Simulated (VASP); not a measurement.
# WC: single point with LDA

The system is WC.

```
W C
1.0
     0.00000    2.19268    2.19268
     2.19268    0.00000    2.19268
     2.19268    2.19268    0.00000
W C
1 1
Cartesian
  2.2340 4.3685 2.2285
  2.2167 2.1798 2.1940
```

```json
{
  "Program": "VASP 6.6.1",
  "Task": "single point",
  "Functional": "LDA",
  "Potentials or basis": "VASP PAW LDA potentials, release 64 (W_sv, C)",
  "Cutoff": "520 eV",
  "k mesh": "8 × 8 × 8",
  "Occupations": "fermi-dirac, width 0.15 eV",
  "Spin": "no spin polarisation",
  "Dipole correction": "no",
  "Further INCAR settings": "ALGO = Normal; EDIFF = 1e-06; NBANDS = 16"
}
```

```yaml
Pressure: -13.0 GPa
Largest_force: 0.239 eV/Å
Band_gap_on_the_k_mesh: zero (band 9 reaches 13.31 eV, above the bottom of band 10 at 10.22 eV)
```

Forces in eV/Å, atoms in the order of the input:
```
W   -0.106  0.025 -0.212
C    0.106 -0.025  0.212
```

Stress tensor (GPa, compression positive):
```
-13.14   0.01  -0.07
  0.01 -13.28   0.02
 -0.07   0.02 -12.68
```

Levels at points of the mesh, in eV from the Fermi level:
```csv
k point,band 7,band 8,band 9,band 10,band 11,band 12
"(0.00, 0.00, 0.00)",-2.85,-2.81,-1.42,-1.18,-1.03,-0.88
"(0.50, 0.00, 0.00)",-6.61,-6.60,0.97,0.97,2.26,4.95
"(0.00, 0.50, 0.00)",-6.61,-6.61,0.97,0.97,2.27,4.97
"(0.00, 0.00, 0.50)",-6.61,-6.60,0.97,0.97,2.26,4.95
"(0.50, 0.50, 0.50)",-6.61,-6.61,0.97,0.97,2.27,4.97
"(0.50, 0.50, 0.00)",-5.53,-2.49,-2.48,0.79,2.20,2.20
"(0.00, 0.50, 0.50)",-5.54,-2.50,-2.46,0.80,2.20,2.20
"(0.50, 0.00, 0.50)",-5.54,-2.50,-2.46,0.80,2.20,2.20
```

It took 68 s on 1 thread of Intel(R) Xeon(R) Platinum 8488C (Sapphire Rapids), on a shared host, peak memory 0.19 GiB.

Caveat: spin-orbit coupling is left out, which moves the levels of the heavy elements.
